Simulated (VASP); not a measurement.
A run of VASP 6.6.1 is set up as follows.

File INCAR:

```
PREC = Accurate
ENCUT = 600
EDIFF = 1E-6
ISMEAR = 0
SIGMA = 0.1
LREAL = F
LASPH = T
NELM = 80
ALGO = Fast
ISIF = 3
LWAVE = F
LCHARG = F
GGA = PE
IBRION = 2
NSW = 90
EDIFFG = -0.04
```

Contents of KPOINTS:

```
regular mesh
0
Gamma
  3 3 4
```

File POSCAR:

```
Ga3W
1.0
    6.4372860700      0.0000000000      0.0000000000
   -3.2186430400      5.5748532700      0.0000000000
    0.0000000000      0.0000000000      5.0791323100
Ga W
6 2
Direct
    0.3362817500      0.1681408700      0.7500000000
    0.8318591300      0.1681408700      0.7500000000
    0.8318591300      0.6637182500      0.7500000000
    0.6637182500      0.8318591300      0.2500000000
    0.1681408700      0.8318591300      0.2500000000
    0.1681408700      0.3362817500      0.2500000000
    0.6666666700      0.3333333300      0.2500000000
    0.3333333300      0.6666666700      0.7500000000
```

Potentials or basis: VASP PAW PBE potentials, release 64 (Ga_d, W_sv).

Run with:

```console
$ cat potpaw_PBE.64/Ga_d/POTCAR potpaw_PBE.64/W_sv/POTCAR > POTCAR
$ mpirun -np 1 vasp_std > vasp.out
```

Problem. Predict the relaxed volume.

Solution. 15.81 Å³/atom.

Problem. Estimate the space group after relaxing (to 0.05 Å).

Solution. P6_3/mmc (No. 194).

Problem. What does it give for the band gap on the k mesh?

Solution. Zero (band 53 reaches 9.15 eV, above the bottom of band 54 at 8.00 eV).

Forces in eV/Å, atoms in the order of the input:
```
Ga   0.003  0.002  0.000
Ga  -0.003  0.002  0.000
Ga   0.000 -0.003  0.000
Ga  -0.003 -0.002  0.000
Ga   0.003 -0.002  0.000
Ga   0.000  0.003  0.000
W    0.000  0.000  0.000
W    0.000  0.000  0.000
```

Caveat: the k points lie up to 0.44 Å⁻¹ apart in the final cell; the volume moved by over 15 % at a fixed basis, so the end points are rough; spin-orbit coupling is left out, which moves the levels of the heavy elements.
